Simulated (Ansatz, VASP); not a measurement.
**Two plane-wave programs on InPd**

```
In Pd
1.0
     3.27188    0.00000    0.00000
     0.00000    3.27188    0.00000
     0.00000    0.00000    3.27188
In Pd
1 1
Direct
  0.00000 0.00000 0.00000
  0.50000 0.50000 0.50000
```

Alike in both runs: task single point; functional PBEsol; k mesh 6 × 6 × 6; occupations gaussian, width 0.1 eV; no spin polarisation.

|  | VASP | Ansatz |
| --- | --- | --- |
| version | VASP 6.6.1 | Ansatz 0.2.0 |
| potentials or method | VASP PAW PBE potentials, release 64 (In_d, Pd), cutoff 500 eV | scalar-relativistic, plane waves, PAW |
| valence electrons in the cell | 23 | 31 |

|  | VASP | Ansatz | Ansatz less VASP |
| --- | --- | --- | --- |
| gap on the k mesh at the Fermi level (eV) | none | none | - |
| pressure (GPa) | -2.5 | -2.7 | -0.18 |

VASP's potentials were made for PBE, not for PBEsol. A gap of «none» marks a metal or a gap that the smearing closes. VASP's potentials hold 23 valence electrons a cell and Ansatz's 31, so a difference there can come from the potentials and not from the codes.
